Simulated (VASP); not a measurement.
# MnGa3 (Fm-3m) in VASP: notebook

MnGa3 is run at these levels: PBEsol; tasks: single point.

Everything below comes from runs of VASP 6.6.1. Logs are shortened: lines on timing, memory, paths and dates and some standing lists are left out, and cuts for length are marked.

## Step 1: The cell of the first run

It takes space group Fm-3m (No. 225, cubic). Conventional cell: a = 6.354 Å, b = 6.354 Å, c = 6.354 Å, α = 90.00°, β = 90.00°, γ = 90.00°. Within 3.6 Å of Ga (site symmetry -43m) lie 10 Ga at 2.75 to 3.18 Å and 4 Mn at 2.75 Å. Within 3.6 Å of Ga (site symmetry m-3m) lie 8 Ga at 2.75 Å and 6 Mn at 3.18 Å. Within 3.6 Å of Mn (site symmetry m-3m) lie 14 Ga at 2.75 to 3.18 Å.

## Step 2: Single point, PBEsol

Contents of INCAR:

```
SYSTEM = MnGa3
PREC = Accurate
ENCUT = 520
EDIFF = 1E-6
ISMEAR = 0
SIGMA = 0.1
LREAL = .False.
LASPH = .True.
NELM = 60
ALGO = Fast
ISIF = 2
LWAVE = .False.
LCHARG = .True.
GGA = PS
LELF = .True.
LVHAR = .True.
NBANDS = 34
```

Contents of KPOINTS:

```
Automatic mesh
0
Gamma
  12 12 12
  0 0 0
```

Contents of POSCAR:

```
MnGa3
1.0
    0.0000000000      3.1769426454      3.1769426454
    3.1769426454      0.0000000000      3.1769426454
    3.1769426454      3.1769426454      0.0000000000
Ga Mn
3 1
Direct
    0.2500000000      0.2500000000      0.2500000000
    0.7500000000      0.7500000000      0.7500000000
    0.5000000000      0.5000000000      0.5000000000
    0.0000000000      0.0000000000      0.0000000000
```

Potentials or basis: VASP PAW PBE potentials, release 64 (Ga_d, Mn_pv).

Started as:

```console
cat potpaw_PBE.64/Ga_d/POTCAR potpaw_PBE.64/Mn_pv/POTCAR > POTCAR
mpirun -np 1 vasp_std > vasp.out
```

OUTCAR:

```text
SYSTEM = MnGa3
   PREC = Accurate
   ENCUT = 520
   EDIFF = 1E-6
   ISMEAR = 0
   LREAL = .False.
   LASPH = .True.
   NELM = 60
   ISIF = 2
   GGA = PS

 ion  position               nearest neighbor table
   1  0.250  0.250  0.250-   4 2.75   4 2.75   4 2.75   3 2.75   4 2.75   3 2.75   3 2.75   3 2.75

   2  0.750  0.750  0.750-   3 2.75   3 2.75   3 2.75   3 2.75   4 2.75   4 2.75   4 2.75   4 2.75

   3  0.500  0.500  0.500-   1 2.75   1 2.75   1 2.75   1 2.75   2 2.75   2 2.75   2 2.75   2 2.75

   4  0.000  0.000  0.000-   2 2.75   2 2.75   2 2.75   1 2.75   2 2.75   1 2.75   1 2.75   1 2.75

  LATTYP: Found a face centered cubic cell.
 ALAT       =     6.3538852908

  Lattice vectors:

 A1 = (   0.0000000000,   3.1769426454,   3.1769426454)
 A2 = (   3.1769426454,   0.0000000000,   3.1769426454)
 A3 = (   3.1769426454,   3.1769426454,   0.0000000000)

Analysis of symmetry for initial positions (statically):
=====================================================================
 Subroutine PRICEL returns:
 Original cell was already a primitive cell.

 Routine SETGRP: Setting up the symmetry group for a
 face centered cubic supercell.

 Subroutine GETGRP returns: Found 48 space group operations
 (whereof 48 operations were pure point group operations)
 out of a pool of 48 trial point group operations.

The static configuration has the point symmetry O_h .

Analysis of symmetry for dynamics (positions and initial velocities):
=====================================================================
 Subroutine PRICEL returns:
 Original cell was already a primitive cell.

 Routine SETGRP: Setting up the symmetry group for a
 face centered cubic supercell.

 Subroutine GETGRP returns: Found 48 space group operations
 (whereof 48 operations were pure point group operations)
 out of a pool of 48 trial point group operations.

The dynamic configuration has the point symmetry O_h .

 Subroutine INISYM returns: Found 48 space group operations
 (whereof 48 operations are pure point group operations),
 and found     1 'primitive' translations

----------------------------------------------------------------------------------------

                                     Primitive cell

  volume of cell :      64.1295

  direct lattice vectors                    reciprocal lattice vectors
     0.000000000  3.176942645  3.176942645    -0.157384018  0.157384018  0.157384018
     3.176942645  0.000000000  3.176942645     0.157384018 -0.157384018  0.157384018
     3.176942645  3.176942645  0.000000000     0.157384018  0.157384018 -0.157384018

  length of vectors
     4.492875376  4.492875376  4.492875376     0.272597116  0.272597116  0.272597116

  position of ions in fractional coordinates (direct lattice)
     0.250000000  0.250000000  0.250000000
     0.750000000  0.750000000  0.750000000
     0.500000000  0.500000000  0.500000000
     0.000000000  0.000000000  0.000000000

  ion indices of the primitive-cell ions
   primitive index   ion index
                 1           1
                 2           2
                 3           3
                 4           4

----------------------------------------------------------------------------------------

 KPOINTS: Automatic mesh

Automatic generation of k-mesh.
 Grid dimensions read from file:
 generate k-points for:   12   12   12

 Generating k-lattice:

  Cartesian coordinates                     Fractional coordinates (reciprocal lattice)
    -0.013115335  0.013115335  0.013115335     0.083333333  0.000000000  0.000000000
     0.013115335 -0.013115335  0.013115335     0.000000000  0.083333333  0.000000000
     0.013115335  0.013115335 -0.013115335     0.000000000  0.000000000  0.083333333

  Length of vectors
     0.022716426  0.022716426  0.022716426

  Shift w.r.t. Gamma in fractional coordinates (k-lattice)
     0.000000000  0.000000000  0.000000000

 Subroutine IBZKPT returns following result:
 ===========================================

 Found     72 irreducible k-points:

 Following reciprocal coordinates:
            Coordinates               Weight
  0.000000  0.000000  0.000000      1.000000
  0.083333  0.000000  0.000000      8.000000
  0.166667  0.000000  0.000000      8.000000
  0.250000  0.000000  0.000000      8.000000
  0.333333  0.000000  0.000000      8.000000
  0.416667  0.000000  0.000000      8.000000
[... 16 lines left out ...]
  0.500000  0.166667  0.000000     24.000000
 -0.416667  0.166667  0.000000     24.000000
 [... further k-points ...]
   k-points           NKPTS =     72   k-points in BZ     NKDIM =     72   number of bands    NBANDS=     34
   number of dos      NEDOS =    301   number of ions     NIONS =      4
   total plane-waves  NPLWV =  46656
   dimension x,y,z NGX =    36 NGY =   36 NGZ =   36
   dimension x,y,z NGXF=    72 NGYF=   72 NGZF=   72
   ions per type =               3   1
   NGX,Y,Z   is equivalent  to a cutoff of  13.32, 13.32, 13.32 a.u.
   NGXF,Y,Z  is equivalent  to a cutoff of  26.64, 26.64, 26.64 a.u.
 SYSTEM =  MnGa3
   PREC   = accura    normal or accurate (medium, high low for compatibility)
   ISTART =      0    job   : 0-new  1-cont  2-samecut
   ICHARG =      2    charge: 1-file 2-atom 10-const
   ISPIN  =      1    spin polarized calculation?
   LNONCOLLINEAR =      F non collinear calculations
   LSORBIT =      F    spin-orbit coupling
   LASPH  =      T    aspherical Exc in radial PAW
   ENCUT  =  520.0 eV  38.22 Ry    6.18 a.u.   8.35  8.35  8.35*2*pi/ulx,y,z
   NELM   =     60;   NELMIN=  2; NELMDL= -5     # of ELM steps
   EDIFF  = 0.1E-05   stopping-criterion for ELM
   LREAL  =      F    real-space projection
   EDIFFG = 0.1E-04   stopping-criterion for IOM
   NSW    =      0    number of steps for IOM
   IBRION =     -1    ionic relax: 0-MD 1-quasi-New 2-CG
   NFREE  =      0    steps in history (QN), initial steepest desc. (CG)
   ISIF   =      2    stress and relaxation
   ISYM   =      2    0-nonsym 1-usesym 2-fastsym
   POTIM  = 0.5000    time-step for ionic-motion
   TEBEG  =    0.0;   TEEND  =   0.0 temperature during run
   PSTRESS=    0.0 pullay stress
   NELECT =      52.0000    total number of electrons
   NUPDOWN=      -1.0000    fix difference up-down
   EMIN   =  10.00;   EMAX   =-10.00  energy-range for DOS
   EFERMI =   0.00;   METHOD = LEGACY
   ISMEAR =     0;   SIGMA  =   0.10  broadening in eV -4-tet -1-fermi 0-gaus
   EFERMI_NEDOS =   21; number of points for ismear=-14 and -15
   IALGO  =     68    algorithm
   IMIX   =      4    mixing-type and parameters
     AMIX     =   0.40;   BMIX     =  1.00
     AMIX_MAG =   1.60;   BMIX_MAG =  1.00
  volume/ion in A,a.u.               =      16.03       108.19
  Fermi-wavevector in a.u.,A,eV,Ry     =   1.526593  2.884842 31.708186  2.330486
  Thomas-Fermi vector in A             =   2.634605
   LORBIT       =      0    0 simple, 1 ext, 2 COOP (PROOUT), +10 PAW based schemes
   GGA     = PS    functional components
   LHFCALC =     F    Hartree Fock is set to
   AEXX    =    0.0000 exact exchange contribution
   IVDW    =     0    specifies the selected vdW correction
   LEPSILON=     F    determine dielectric tensor
   LRPA    =     F    only Hartree local field effects (RPA)
 non-spin polarized calculation
 RMM-DIIS sequential band-by-band and
 Gauss-broadening in eV      SIGMA  =   0.10
  energy-cutoff  :      520.00
  volume of cell :       64.13
 maximum number of plane-waves:      1759
 NGX is ok and might be reduce to    36
   NGX = 17   NGY = 17   NGZ = 17

 number of electron      52.0000016 magnetization

 Free energy of the ion-electron system (eV)
  ---------------------------------------------------
  ext. energy  EPLUGINS =         0.00000000
  ---------------------------------------------------
  free energy    TOTEN  =       -18.01554230 eV

  energy without entropy =      -17.99181558  energy(sigma->0) =      -18.00367894

 E-fermi :   6.6972     XC(G=0): -11.9623

 val. band max:        6.6812714638   @ k =   0.3333   0.2500   0.0000
 cond. band min:       6.7083927731   @ k =  -0.1667   0.2500   0.0833
 fundamental gap:      0.0271213093
 Fermi energy:         6.6971532426

 k-point     1 :       0.0000    0.0000    0.0000
  band No.  band energies     occupation
      1     -40.5673      2.00000
      2     -40.5673      2.00000
      3     -40.5673      2.00000
      4      -8.3963      2.00000
      5      -8.3963      2.00000
      6      -8.3832      2.00000
[... 26 lines left out ...]
     33      10.4691      0.00000
     34      10.4691      0.00000

 k-point     2 :       0.0833    0.0000    0.0000
  band No.  band energies     occupation
      1     -40.5673      2.00000
      2     -40.5673      2.00000
      3     -40.5673      2.00000
      4      -8.3923      2.00000
      5      -8.3923      2.00000
      6      -8.3857      2.00000
[... 26 lines left out ...]
     33      10.5147      0.00000
     34      10.6795      0.00000

 k-point     3 :       0.1667    0.0000    0.0000
  band No.  band energies     occupation
      1     -40.5674      2.00000
      2     -40.5673      2.00000
      3     -40.5673      2.00000
      4      -8.3919      2.00000
      5      -8.3919      2.00000
      6      -8.3911      2.00000
[... 26 lines left out ...]
     33      10.8225      0.00000
     34      10.8246      0.00000
[... 704 lines left out ...]
 k-point    23 :       0.5000    0.1667    0.0000
  band No.  band energies     occupation
      1     -40.5679      2.00000
      2     -40.5675      2.00000
      3     -40.5674      2.00000
      4      -8.4169      2.00000
      5      -8.4137      2.00000
      6      -8.3956      2.00000
[... 26 lines left out ...]
     33      13.7496      0.00000
     34      14.5616      0.00000

 k-point    24 :      -0.4167    0.1667    0.0000
  band No.  band energies     occupation
      1     -40.5679      2.00000
      2     -40.5675      2.00000
      3     -40.5674      2.00000
      4      -8.4158      2.00000
      5      -8.4154      2.00000
      6      -8.3954      2.00000
[... 26 lines left out ...]
     33      12.4743      0.00000
     34      13.1103      0.00000

 [... further k-points ...]

------------------------ aborting loop because EDIFF is reached ----------------------------------------

  FORCE on cell =-STRESS in cart. coord.  units (eV):
  Direction    XX          YY          ZZ          XY          YZ          ZX
  --------------------------------------------------------------------------------------
  -------------------------------------------------------------------------------------
  Total       -3.9374942     -3.9374942     -3.9374942      0.0000000      0.0000000     -0.0000000
  in kB      -98.3722022    -98.3722022    -98.3722022      0.0000000      0.0000000     -0.0000000
  external PRESSURE =     -98.3722022 kB  Pullay stress =       0.0000000 kB

 VOLUME and BASIS-vectors are now :
 -----------------------------------------------------------------------------
  energy-cutoff  :      520.00
  volume of cell :       64.13
      direct lattice vectors                 reciprocal lattice vectors
     0.000000000  3.176942645  3.176942645    -0.157384018  0.157384018  0.157384018
     3.176942645  0.000000000  3.176942645     0.157384018 -0.157384018  0.157384018
     3.176942645  3.176942645  0.000000000     0.157384018  0.157384018 -0.157384018

 POSITION                                       TOTAL-FORCE (eV/Angst)
 -----------------------------------------------------------------------------------
      1.58847      1.58847      1.58847        -0.000000     -0.000000     -0.000000
      4.76541      4.76541      4.76541        -0.000000     -0.000000     -0.000000
      3.17694      3.17694      3.17694         0.000000      0.000000      0.000000
      0.00000      0.00000      0.00000         0.000000      0.000000      0.000000
 -----------------------------------------------------------------------------------
    total drift:                                0.000000      0.000000      0.000000

  FREE ENERGIE OF THE ION-ELECTRON SYSTEM (eV)
  ---------------------------------------------------
  free  energy   TOTEN  =       -18.0155422987 eV

  energy  without entropy=      -17.9918155812  energy(sigma->0) =      -18.00367894
```

Wall time 2.6 min (1 thread of Intel Xeon Platinum 8488C (Sapphire Rapids), shared host); peak memory 0.29 GiB.

Results:

```
Free energy            : -18.0155 eV
Pressure               : -9.8 GPa
Band gap on the k mesh : zero (bands 26 and 27 overlap by 0.87 eV)
```

Levels at points of the mesh, in eV from the Fermi level:
```csv
k point,band 22,band 23,band 24,band 25,band 26,band 27,band 28,band 29,band 30,band 31
"(0.00, 0.00, 0.00)",-2.10,-1.48,-0.48,-0.48,0.58,0.73,0.73,0.73,2.92,2.92
"(0.50, 0.00, 0.00)",-2.48,-1.92,-0.92,-0.42,-0.42,0.34,0.34,1.82,1.82,2.46
"(0.50, 0.50, 0.00)",-3.50,-3.50,-1.43,-0.44,-0.44,-0.28,0.51,1.25,7.03,7.03
```

Caveat: the cell stands under tension; the PAW data sets were made with another functional, which shifts forces and pressure a little; the run has no spin polarisation, though such a crystal can be magnetic.

(Continued in part 2 of 2.)
